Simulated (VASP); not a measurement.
**Ge: single point with PBEsol**

Crystal: Ge.

```
Ge
1.0
    -2.62844    2.77566    1.43695
     2.62844   -2.77566    1.43695
     2.36335    2.52607   -1.43695
Ge
2
Direct
  0.18594 0.93594 0.25000
  0.81406 0.06406 0.75000
```

This cell differs from its parent crystal: strain -0.1000 x Voigt [0, 0, 0, 0, 0, 1].

* Program: VASP 6.6.1
* Task: single point
* Functional: PBEsol
* Potentials or basis: VASP PAW PBE potentials, release 64 (Ge_d)
* Cutoff: 520 eV
* k mesh: 20 × 20 × 20
* Occupations: gaussian, width 0.15 eV
* Spin: no spin polarisation
* Dipole correction: no
* Further INCAR settings: ALGO = Fast; EDIFF = 1e-06; NBANDS = 21

| Property | Result |
| --- | --- |
| Pressure | -2.0 GPa |
| Largest force | 0.031 eV/Å |
| Band gap on the k mesh | zero (bands 14 and 15 overlap by 5.99 eV) |

Forces in eV/Å, atoms in the order of the input:
```
Ge   0.000  0.000 -0.031
Ge   0.000  0.000  0.031
```

Stress tensor (GPa, compression positive):
```
-1.26  4.13  0.00
 4.13 -2.27  0.00
 0.00  0.00 -2.53
```

Levels at points of the mesh, in eV from the Fermi level:
| k point | band 11 | band 12 | band 13 | band 14 | band 15 | band 16 | band 17 | band 18 |
| --- | --- | --- | --- | --- | --- | --- | --- | --- |
| (0.00, 0.00, 0.00) | -13.11 | -3.98 | -2.97 | -1.12 | 3.71 | 7.01 | 7.22 | 7.94 |
| (0.50, 0.00, 0.00) | -8.02 | -6.96 | -1.97 | -1.70 | -0.54 | 1.58 | 3.25 | 4.28 |
| (0.00, 0.50, 0.00) | -8.17 | -5.90 | -3.46 | -2.47 | -1.47 | 3.18 | 4.09 | 6.40 |
| (0.50, 0.50, 0.00) | -10.59 | -10.59 | 1.37 | 1.37 | 3.14 | 3.14 | 6.99 | 6.99 |
| (0.00, 0.00, 0.50) | -10.09 | -10.09 | 0.11 | 0.11 | 1.49 | 1.49 | 6.55 | 6.55 |
| (0.50, 0.50, 0.50) | -9.04 | -8.16 | -5.83 | -5.57 | 4.40 | 6.85 | 10.14 | 10.83 |

Run time: 37 min on 1 thread of Oxide Virtual Turin-like Processor (shared host), peak memory 1.2 GiB.

Caveat: the cell differs from its parent crystal (strain -0.1000 x Voigt [0, 0, 0, 0, 0, 1]); the PAW data sets were made with another functional, which shifts forces and pressure a little.
